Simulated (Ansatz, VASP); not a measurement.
This is a calculation of LiH for VASP 6.6.1.

POSCAR

```
LiH
1.0
    0.0000000000      2.0367500000      2.0367500000
    2.0367500000      0.0000000000      2.0367500000
    2.0367500000      2.0367500000      0.0000000000
Li H
1 1
Direct
    0.0000000000      0.0000000000      0.0000000000
    0.5000000000      0.5000000000      0.5000000000
```

File INCAR.step1:

```
ALGO = Normal
EDIFF = 1E-5
ENCUT = 650
GGA = PE
GGA_COMPAT = F
ISIF = 2
ISMEAR = -1
LASPH = T
LCHARG = F
LREAL = F
LWAVE = T
NBANDS = 9
NELM = 120
PREC = Accurate
SIGMA = 0.025
```

Contents of INCAR.step2:

```
AEXX = 0.25
ALGO = Normal
EDIFF = 1E-8
ENCUT = 650
GGA = PE
GGA_COMPAT = F
HFSCREEN = 0.3
ISIF = 2
ISMEAR = -1
ISTART = 1
LASPH = T
LCHARG = F
LEFG = T
LHFCALC = T
LREAL = F
LWAVE = F
NBANDS = 9
NELM = 120
PREC = Accurate
PRECFOCK = Normal
SIGMA = 0.025
```

File KPOINTS:

```
k-points
0
Gamma
  7 7 7
```

Potentials or basis: VASP PAW PBE potentials, release 64 (Li_sv, H).

The run is started by

```sh
$ cat potpaw_PBE.64/Li_sv/POTCAR potpaw_PBE.64/H/POTCAR > POTCAR
$ cp INCAR.step1 INCAR
$ mpirun -np 1 vasp_std > vasp.out
$ cp INCAR.step2 INCAR
$ mpirun -np 1 vasp_std > vasp.out
```

Question: Translate it to Ansatz 0.2.0. Potentials there: Ansatz PAW.

Answer: As run (the cutoff follows the program's own potentials):

The input input.yaml:

```yaml
crystal:
  lattice: { a: 4.0735, b: 4.0735, c: 4.0735, alpha: 90.0, beta: 90.0, gamma: 90.0 }
  space_group: 225
  reduce_to_primitive: true
  atoms:
    - { symbol: Li, wyckoff: "4a", position: [0.0, 0.0, 0.0] }
    - { symbol: H, wyckoff: "4b", position: [0.5, 0.0, 0.0] }
hamiltonian:
  xc: { exchange: pbe, correlation: pbe, exx: { coeff: 0.25, omega: 0.3 } }
  pseudopotentials: { kind: paw }
kpoints:
  mp_grid: { grid: [7, 7, 7] }
scf:
  occupations: { method: fermi_dirac, width: 0.025 }
output:
  forces: true
  stress: true
  eigenvalues: true
  efg: {}
```

Potentials or basis: Ansatz PAW.

Run with:

```console
$ ansatz run input.yaml --threads 1 --pin off --max-ram 2560MiB --backend cpu --events-out ev --progress --plain --runs-dir out
```

Both were run:

|  | VASP | Ansatz | Ansatz less VASP |
| --- | --- | --- | --- |
| gap on the k mesh at the Fermi level (eV) | 4.30 | 4.30 | +0.002 |
| least direct gap on the mesh (eV) | 4.30 | 4.30 | +0.002 |
| pressure (GPa) | -2.4 | -2.1 | +0.24 |

VASP's potentials were made for PBE, not for PBE-based screened hybrid. The functional is the same, so the differences come from potentials, cutoffs and numerics.

Noted on Ansatz's run: odd divisions of the mesh miss points on the zone boundary, where band edges often lie, so the gap on the mesh can be too wide.
